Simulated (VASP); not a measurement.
# BaTiO3 (P4mm) in VASP: single point with PBE

Aim: the single point of BaTiO3 with PBE.

Program: VASP 6.6.1. These are calculated values, not measurements. Logs are shortened: lines on timing, memory, paths and dates and some standing lists are left out, and cuts for length are marked.

## 1. The cell of the first run

The structure is tetragonal, space group P4mm (No. 99). Conventional cell: a = 4.000 Å, b = 4.000 Å, c = 4.018 Å, α = 90.00°, β = 90.00°, γ = 90.00°. Ba (site symmetry 4mm) has 12 O at 2.79 to 2.88 Å and 8 Ti at 3.45 to 3.49 Å within 3.7 Å. Ti (site symmetry 4mm) has 6 O at 1.89 to 2.13 Å within 2.5 Å. Within 2.5 Å of O (site symmetry 4mm) lie 2 Ti at 1.89 to 2.13 Å. O (site symmetry 2mm) has 2 Ti at 2.00 Å and 4 Ba at 2.79 to 2.88 Å and 8 O at 2.83 to 2.84 Å within 2.9 Å.

## 2. Single point, PBE

INCAR

```
SYSTEM = BaTiO3
PREC     = Accurate       ! precision mode
ENCUT    = 520            ! plane-wave cutoff, eV
EDIFF    = 1E-6           ! SCF threshold, eV
ISMEAR   = 0              ! smearing method
SIGMA    = 0.05           ! smearing width, eV
LREAL    = Auto         
LASPH    = .TRUE.         ! aspherical terms in the spheres
NELM     = 100            ! most SCF steps
ALGO     = Normal         ! electronic algorithm
ISIF     = 2              ! what is computed and relaxed
LWAVE    = .FALSE.        ! write WAVECAR
LCHARG   = .FALSE.        ! write CHGCAR
GGA      = PE             ! functional
NBANDS   = 186            ! bands
```

KPOINTS

```
Automatic mesh
0
G
  2 2 2
  0 0 0
```

POSCAR

```
BaTiO3
1.0
    7.9996000000      0.0000000000      0.0000000000
    0.0000000000      7.9996000000      0.0000000000
    0.0000000000      0.0000000000      8.0360000000
Ba Ti O
8 8 24
Direct
    0.0000000000      0.0000000000      0.0000000000
    0.0000000000      0.0000000000      0.5000000000
    0.0000000000      0.5000000000      0.0000000000
    0.0000000000      0.5000000000      0.5000000000
    0.5000000000      0.0000000000      0.0000000000
    0.5000000000      0.0000000000      0.5000000000
    0.5000000000      0.5000000000      0.0000000000
    0.5000000000      0.5000000000      0.5000000000
    0.2500000000      0.2500000000      0.2450000000
    0.2500000000      0.2500000000      0.7450000000
    0.2500000000      0.7500000000      0.2450000000
    0.2500000000      0.7500000000      0.7450000000
    0.7500000000      0.2500000000      0.2450000000
    0.7500000000      0.2500000000      0.7450000000
    0.7500000000      0.7500000000      0.2450000000
    0.7500000000      0.7500000000      0.7450000000
    0.2500000000      0.2500000000      0.0095000000
    0.2500000000      0.2500000000      0.5095000000
    0.2500000000      0.7500000000      0.0095000000
    0.2500000000      0.7500000000      0.5095000000
    0.7500000000      0.2500000000      0.0095000000
    0.7500000000      0.2500000000      0.5095000000
    0.7500000000      0.7500000000      0.0095000000
    0.7500000000      0.7500000000      0.5095000000
    0.2500000000      0.0000000000      0.2585000000
    0.2500000000      0.0000000000      0.7585000000
    0.2500000000      0.5000000000      0.2585000000
    0.2500000000      0.5000000000      0.7585000000
    0.7500000000      0.0000000000      0.2585000000
    0.7500000000      0.0000000000      0.7585000000
    0.7500000000      0.5000000000      0.2585000000
    0.7500000000      0.5000000000      0.7585000000
    0.0000000000      0.2500000000      0.2585000000
    0.0000000000      0.2500000000      0.7585000000
    0.0000000000      0.7500000000      0.2585000000
    0.0000000000      0.7500000000      0.7585000000
    0.5000000000      0.2500000000      0.2585000000
    0.5000000000      0.2500000000      0.7585000000
    0.5000000000      0.7500000000      0.2585000000
    0.5000000000      0.7500000000      0.7585000000
```

Potentials or basis: VASP PAW PBE potentials, release 64 (Ba_sv, Ti_sv, O).

On the command line:

```bash
$ cat potpaw_PBE.64/Ba_sv/POTCAR potpaw_PBE.64/Ti_sv/POTCAR potpaw_PBE.64/O/POTCAR > POTCAR
$ mpirun -np 1 vasp_std > vasp.out
```

OUTCAR:

```text
SYSTEM = BaTiO3
   PREC = Accurate
   ENCUT = 520
   EDIFF = 1E-6
   ISMEAR = 0
   LREAL = Auto
   LASPH = .TRUE.
   NELM = 100
   ISIF = 2
   GGA = PE

 ion  position               nearest neighbor table
   1  0.000  0.000  0.000-  26 2.79  30 2.79  34 2.79  36 2.79  17 2.83  19 2.83  21 2.83  23 2.83
                            33 2.88  29 2.88  35 2.88  25 2.88   9 3.45  11 3.45  13 3.45  15 3.45
   2  0.000  0.000  0.500-  25 2.79  29 2.79  33 2.79  35 2.79  18 2.83  20 2.83  22 2.83  24 2.83
                            26 2.88  34 2.88  30 2.88  36 2.88  10 3.45  12 3.45  14 3.45  16 3.45
   3  0.000  0.500  0.000-  28 2.79  32 2.79  34 2.79  36 2.79  17 2.83  19 2.83  21 2.83  23 2.83
                            33 2.88  31 2.88  35 2.88  27 2.88   9 3.45  11 3.45  13 3.45  15 3.45
   4  0.000  0.500  0.500-  27 2.79  31 2.79  33 2.79  35 2.79  18 2.83  20 2.83  22 2.83  24 2.83
                            28 2.88  34 2.88  32 2.88  36 2.88  10 3.45  12 3.45  14 3.45  16 3.45
   5  0.500  0.000  0.000-  26 2.79  30 2.79  38 2.79  40 2.79  17 2.83  19 2.83  21 2.83  23 2.83
                            37 2.88  29 2.88  39 2.88  25 2.88   9 3.45  11 3.45  13 3.45  15 3.45
   6  0.500  0.000  0.500-  25 2.79  29 2.79  37 2.79  39 2.79  18 2.83  20 2.83  22 2.83  24 2.83
                            26 2.88  38 2.88  30 2.88  40 2.88  10 3.45  12 3.45  14 3.45  16 3.45
   7  0.500  0.500  0.000-  28 2.79  32 2.79  38 2.79  40 2.79  17 2.83  19 2.83  21 2.83  23 2.83
                            37 2.88  31 2.88  39 2.88  27 2.88   9 3.45  11 3.45  13 3.45  15 3.45
   8  0.500  0.500  0.500-  27 2.79  31 2.79  37 2.79  39 2.79  18 2.83  20 2.83  22 2.83  24 2.83
                            28 2.88  38 2.88  32 2.88  40 2.88  10 3.45  12 3.45  14 3.45  16 3.45
   9  0.250  0.250  0.245-  17 1.89  25 2.00  27 2.00  33 2.00  37 2.00  18 2.13   5 3.45   7 3.45
[... 46 lines left out ...]
 A1 = (   7.9996000000,   0.0000000000,   0.0000000000)
 A2 = (   0.0000000000,   7.9996000000,   0.0000000000)
 A3 = (   0.0000000000,   0.0000000000,   8.0360000000)

Analysis of symmetry for initial positions (statically):
=====================================================================
 Subroutine PRICEL returns following result:

  LATTYP: Found a simple tetragonal cell.
 ALAT       =     3.9998000000
 C/A-ratio  =     1.0045502275

  Lattice vectors:

 A1 = (   3.9998000000,   0.0000000000,   0.0000000000)
 A2 = (   0.0000000000,   3.9998000000,   0.0000000000)
 A3 = (   0.0000000000,   0.0000000000,   4.0180000000)

   8 primitive cells build up your supercell.

 Routine SETGRP: Setting up the symmetry group for a
 simple tetragonal supercell.

 Subroutine GETGRP returns: Found  8 space group operations
 (whereof  8 operations were pure point group operations)
 out of a pool of 16 trial point group operations.

The static configuration has the point symmetry C_4v.

Analysis of symmetry for dynamics (positions and initial velocities):
=====================================================================
 Subroutine PRICEL returns following result:

  LATTYP: Found a simple tetragonal cell.
 ALAT       =     3.9998000000
 C/A-ratio  =     1.0045502275

  Lattice vectors:

 A1 = (   3.9998000000,   0.0000000000,   0.0000000000)
 A2 = (   0.0000000000,   3.9998000000,   0.0000000000)
 A3 = (   0.0000000000,   0.0000000000,   4.0180000000)

   8 primitive cells build up your supercell.

 Routine SETGRP: Setting up the symmetry group for a
 simple tetragonal supercell.

 Subroutine GETGRP returns: Found  8 space group operations
 (whereof  8 operations were pure point group operations)
 out of a pool of 16 trial point group operations.

The dynamic configuration has the point symmetry C_4v.

 Subroutine INISYM returns: Found  8 space group operations
 (whereof  8 operations are pure point group operations),
 and found     8 'primitive' translations

----------------------------------------------------------------------------------------

                                     Primitive cell

  volume of cell :      64.2816

  direct lattice vectors                    reciprocal lattice vectors
     3.999800000  0.000000000  0.000000000     0.250012501  0.000000000  0.000000000
     0.000000000  3.999800000  0.000000000     0.000000000  0.250012501  0.000000000
     0.000000000  0.000000000  4.018000000     0.000000000  0.000000000  0.248880040

  length of vectors
     3.999800000  3.999800000  4.018000000     0.250012501  0.250012501  0.248880040

  position of ions in fractional coordinates (direct lattice)
     0.000000000  0.000000000  0.000000000
     0.500000000  0.500000000  0.490000000
     0.500000000  0.500000000  0.019000000
     0.500000000  0.000000000  0.517000000
     0.000000000  0.500000000  0.517000000

  ion indices of the primitive-cell ions
   primitive index   ion index
                 1           1
                 2           9
                 3          17
                 4          26
                 5          34

----------------------------------------------------------------------------------------

 KPOINTS: Automatic mesh

Automatic generation of k-mesh.
 Grid dimensions read from file:
 generate k-points for:    2    2    2

 Generating k-lattice:

  Cartesian coordinates                     Fractional coordinates (reciprocal lattice)
     0.062503125  0.000000000  0.000000000     0.500000000  0.000000000  0.000000000
     0.000000000  0.062503125  0.000000000     0.000000000  0.500000000  0.000000000
     0.000000000  0.000000000  0.062220010     0.000000000  0.000000000  0.500000000

  Length of vectors
     0.062503125  0.062503125  0.062220010

  Shift w.r.t. Gamma in fractional coordinates (k-lattice)
     0.000000000  0.000000000  0.000000000

 Subroutine IBZKPT returns following result:
 ===========================================

 Found      6 irreducible k-points:

 Following reciprocal coordinates:
            Coordinates               Weight
  0.000000  0.000000  0.000000      1.000000
  0.500000  0.000000  0.000000      2.000000
  0.500000  0.500000  0.000000      1.000000
  0.000000  0.000000  0.500000      1.000000
  0.500000  0.000000  0.500000      2.000000
  0.500000  0.500000  0.500000      1.000000
   k-points           NKPTS =      6   k-points in BZ     NKDIM =      6   number of bands    NBANDS=    186
   number of dos      NEDOS =    301   number of ions     NIONS =     40
   total plane-waves  NPLWV = 216000
   dimension x,y,z NGX =    60 NGY =   60 NGZ =   60
   dimension x,y,z NGXF=   120 NGYF=  120 NGZF=  120
   ions per type =               8   8  24
   NGX,Y,Z   is equivalent  to a cutoff of  12.47, 12.47, 12.41 a.u.
   NGXF,Y,Z  is equivalent  to a cutoff of  24.94, 24.94, 24.83 a.u.
 SYSTEM =  BaTiO3
   PREC   = accura    normal or accurate (medium, high low for compatibility)
   ISTART =      0    job   : 0-new  1-cont  2-samecut
   ICHARG =      2    charge: 1-file 2-atom 10-const
   ISPIN  =      1    spin polarized calculation?
   LNONCOLLINEAR =      F non collinear calculations
   LSORBIT =      F    spin-orbit coupling
   LASPH  =      T    aspherical Exc in radial PAW
   ENCUT  =  520.0 eV  38.22 Ry    6.18 a.u.  14.87 14.87 14.94*2*pi/ulx,y,z
   NELM   =    100;   NELMIN=  2; NELMDL= -5     # of ELM steps
   EDIFF  = 0.1E-05   stopping-criterion for ELM
   LREAL  =      T    real-space projection
   EDIFFG = 0.1E-04   stopping-criterion for IOM
   NSW    =      0    number of steps for IOM
   IBRION =     -1    ionic relax: 0-MD 1-quasi-New 2-CG
   NFREE  =      0    steps in history (QN), initial steepest desc. (CG)
   ISIF   =      2    stress and relaxation
   ISYM   =      2    0-nonsym 1-usesym 2-fastsym
   POTIM  = 0.5000    time-step for ionic-motion
   TEBEG  =    0.0;   TEEND  =   0.0 temperature during run
   PSTRESS=    0.0 pullay stress
   NELECT =     320.0000    total number of electrons
   NUPDOWN=      -1.0000    fix difference up-down
   EMIN   =  10.00;   EMAX   =-10.00  energy-range for DOS
   EFERMI =   0.00;   METHOD = LEGACY
   ISMEAR =     0;   SIGMA  =   0.05  broadening in eV -4-tet -1-fermi 0-gaus
   EFERMI_NEDOS =   21; number of points for ismear=-14 and -15
   IALGO  =     38    algorithm
   IMIX   =      4    mixing-type and parameters
     AMIX     =   0.40;   BMIX     =  1.00
     AMIX_MAG =   1.60;   BMIX_MAG =  1.00
  volume/ion in A,a.u.               =      12.86        86.76
  Fermi-wavevector in a.u.,A,eV,Ry     =   1.397653  2.641181 26.578078  1.953434
  Thomas-Fermi vector in A             =   2.520888
   LORBIT       =      0    0 simple, 1 ext, 2 COOP (PROOUT), +10 PAW based schemes
   GGA     = PE    functional components
   LHFCALC =     F    Hartree Fock is set to
   AEXX    =    0.0000 exact exchange contribution
   IVDW    =     0    specifies the selected vdW correction
   LEPSILON=     F    determine dielectric tensor
   LRPA    =     F    only Hartree local field effects (RPA)
 non-spin polarized calculation
 Gauss-broadening in eV      SIGMA  =   0.05
  energy-cutoff  :      520.00
  volume of cell :      514.25
 maximum number of plane-waves:     13869
 NGX is ok and might be reduce to    60
   NGX = 29   NGY = 29   NGZ = 29

 number of electron     319.9999820 magnetization

 Free energy of the ion-electron system (eV)
  ---------------------------------------------------
  ext. energy  EPLUGINS =         0.00000000
  ---------------------------------------------------
  free energy    TOTEN  =      -319.79399985 eV

  energy without entropy =     -319.79399985  energy(sigma->0) =     -319.79399985

 E-fermi :   4.1973     XC(G=0): -11.2423

 val. band max:        3.8497835911   @ k =   0.0000   0.0000   0.0000
 cond. band min:       5.6114065934   @ k =   0.0000   0.0000   0.0000
 fundamental gap:      1.7616230023
 Fermi energy:         4.1972665137

 k-point     1 :       0.0000    0.0000    0.0000
  band No.  band energies     occupation
      1     -52.7644      2.00000
      2     -52.7634      2.00000
      3     -52.7633      2.00000
      4     -52.7633      2.00000
      5     -52.7624      2.00000
      6     -52.7624      2.00000
[... 1039 lines left out ...]
    171       7.0358      0.00000
    172       7.0358      0.00000
 [bands above 172 left out]

------------------------ aborting loop because EDIFF is reached ----------------------------------------

  FORCE on cell =-STRESS in cart. coord.  units (eV):
  Direction    XX          YY          ZZ          XY          YZ          ZX
  --------------------------------------------------------------------------------------
  -------------------------------------------------------------------------------------
  Total       12.3209587     12.3209587     15.6226267      0.0000000      0.0000000      0.0000000
  in kB       38.3865086     38.3865086     48.6730056      0.0000000      0.0000000      0.0000000
  external PRESSURE =      41.8153410 kB  Pullay stress =       0.0000000 kB

 VOLUME and BASIS-vectors are now :
 -----------------------------------------------------------------------------
  energy-cutoff  :      520.00
  volume of cell :      514.25
      direct lattice vectors                 reciprocal lattice vectors
     7.999600000  0.000000000  0.000000000     0.125006250  0.000000000  0.000000000
     0.000000000  7.999600000  0.000000000     0.000000000  0.125006250  0.000000000
     0.000000000  0.000000000  8.036000000     0.000000000  0.000000000  0.124440020

 POSITION                                       TOTAL-FORCE (eV/Angst)
 -----------------------------------------------------------------------------------
      0.00000      0.00000      0.00000        -0.000000     -0.000000      0.074096
      0.00000      0.00000      4.01800        -0.000000     -0.000000      0.074096
      0.00000      3.99980      0.00000        -0.000000     -0.000000      0.074096
      0.00000      3.99980      4.01800        -0.000000     -0.000000      0.074096
      3.99980      0.00000      0.00000        -0.000000     -0.000000      0.074096
      3.99980      0.00000      4.01800        -0.000000     -0.000000      0.074096
[... 32 lines left out ...]
      3.99980      5.99970      2.07731        -0.000000      0.000000     -0.088451
      3.99980      5.99970      6.09531        -0.000000     -0.000000     -0.088451
 -----------------------------------------------------------------------------------
    total drift:                                0.000000     -0.000000     -0.093878

  FREE ENERGIE OF THE ION-ELECTRON SYSTEM (eV)
  ---------------------------------------------------
  free  energy   TOTEN  =      -319.7939998520 eV

  energy  without entropy=     -319.7939998520  energy(sigma->0) =     -319.79399985
```

Run time: 19 min. Hardware: 1 thread of Intel Xeon Platinum 8259CL at 2.50GHz (Skylake/Cascade Lake), shared host; peak memory 0.71 GiB.

Results:

* Free energy: -319.7940 eV
* Pressure: 4.2 GPa
* Largest force: 0.308 eV/Å
* Band gap on the k mesh: 1.76 eV

Forces on the atoms (eV/Å):
```
Ba   0.000  0.000  0.074
Ba   0.000  0.000  0.074
Ba   0.000  0.000  0.074
Ba   0.000  0.000  0.074
Ba   0.000  0.000  0.074
Ba   0.000  0.000  0.074
Ba   0.000  0.000  0.074
Ba   0.000  0.000  0.074
Ti   0.000  0.000 -0.205
Ti   0.000  0.000 -0.205
Ti   0.000  0.000 -0.205
Ti   0.000  0.000 -0.205
Ti   0.000  0.000 -0.205
Ti   0.000  0.000 -0.205
Ti   0.000  0.000 -0.205
Ti   0.000  0.000 -0.205
O    0.000  0.000  0.308
O    0.000  0.000  0.308
O    0.000  0.000  0.308
O    0.000  0.000  0.308
O    0.000  0.000  0.308
O    0.000  0.000  0.308
O    0.000  0.000  0.308
O    0.000  0.000  0.308
O    0.000  0.000 -0.088
O    0.000  0.000 -0.088
O    0.000  0.000 -0.088
O    0.000  0.000 -0.088
O    0.000  0.000 -0.088
O    0.000  0.000 -0.088
O    0.000  0.000 -0.088
O    0.000  0.000 -0.088
O    0.000  0.000 -0.088
O    0.000  0.000 -0.088
O    0.000  0.000 -0.088
O    0.000  0.000 -0.088
O    0.000  0.000 -0.088
O    0.000  0.000 -0.088
O    0.000  0.000 -0.088
O    0.000  0.000 -0.088
```

Levels at points of the mesh, in eV from the valence-band top:
```csv
k point,band 158,band 159,band 160,band 161,band 162,band 163
"(0.00, 0.00, 0.00)",-0.08,-0.08,0.00,1.76,1.92,1.98
"(0.50, 0.00, 0.00)",-0.51,-0.13,-0.13,2.04,2.04,2.71
"(0.50, 0.50, 0.00)",-0.50,-0.50,-0.50,2.66,2.66,2.66
"(0.00, 0.00, 0.50)",-0.52,-0.04,-0.04,1.84,1.84,2.82
"(0.50, 0.00, 0.50)",-0.52,-0.52,-0.52,2.71,2.71,2.71
"(0.50, 0.50, 0.50)",-0.62,-0.62,-0.62,3.13,3.13,3.13
```

Caveat: the cell stands under pressure; spin-orbit coupling is left out, which moves the levels of the heavy elements.
